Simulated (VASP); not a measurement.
Write the native input for VASP 6.6.1 that does the following.

```yaml
Task: single point
Functional: r2SCAN
Potentials_or_basis: VASP PAW PBE potentials, release 64 (Hf_pv, O)
Cutoff: 520 eV
k_mesh: 8 × 8 × 8
Occupations: gaussian, width 0.05 eV
Spin: no spin polarisation
Dipole_correction: no
Further_INCAR_settings: ALGO = Normal; EDIFF = 1e-07; NBANDS = 18
```

HfO2:

```
CELL_PARAMETERS angstrom
0.00000 2.55750 2.55750
2.65341 0.00000 2.55750
2.65341 2.55750 0.00000
ATOMIC_POSITIONS crystal
Hf 0.00000 0.00000 0.00000
O 0.25000 0.25000 0.25000
O 0.75000 0.75000 0.75000
```

This cell differs from its parent crystal: strain +0.0375 x Voigt [1, 0, 0, 0, 0, 0].

These files were run (other wordings do the same):

POSCAR

```
HfO2
1.0
    0.0000000000      2.5575000000      2.5575000000
    2.6534062500      0.0000000000      2.5575000000
    2.6534062500      2.5575000000      0.0000000000
Hf O
1 2
Direct
    0.0000000000      0.0000000000      0.0000000000
    0.2500000000      0.2500000000      0.2500000000
    0.7500000000      0.7500000000      0.7500000000
```

INCAR.step1

```
SYSTEM = HfO2
PREC = Accurate
ENCUT = 520
ISMEAR = 0
SIGMA = 0.05
LREAL = .False.
LASPH = .True.
NELM = 80
NBANDS = 18
GGA = PE
ALGO = Normal
EDIFF = 1E-4
LWAVE = .True.
LCHARG = .False.
```

INCAR.step2

```
SYSTEM = HfO2
PREC = Accurate
ENCUT = 520
EDIFF = 1E-7
ISMEAR = 0
SIGMA = 0.05
LREAL = .False.
LASPH = .True.
NELM = 80
ALGO = Normal
ISIF = 2
LWAVE = .False.
LCHARG = .False.
METAGGA = R2SCAN
LMIXTAU = .True.
NBANDS = 18
ISTART = 1
```

KPOINTS

```
regular mesh
0
Gamma
  8 8 8
  0 0 0
```

Potentials or basis: VASP PAW PBE potentials, release 64 (Hf_pv, O).

Command:

```bash
$ cat potpaw_PBE.64/Hf_pv/POTCAR potpaw_PBE.64/O/POTCAR > POTCAR
$ cp INCAR.step1 INCAR
$ mpirun -np 1 vasp_std > vasp.out
$ cp INCAR.step2 INCAR
$ mpirun -np 1 vasp_std > vasp.out
```

It gave:

- Pressure: -19.6 GPa
- Band gap on the k mesh: 3.84 eV, indirect (least direct gap 3.90 eV)

Caveat: the cell differs from its parent crystal (strain +0.0375 x Voigt [1, 0, 0, 0, 0, 0]); the PAW data sets were made with another functional, which shifts forces and pressure a little; spin-orbit coupling is left out, which moves the levels of the heavy elements.

Run time: 7.1 min on 1 thread of AMD EPYC 7R13, with other jobs on the host, peak memory 0.16 GiB.
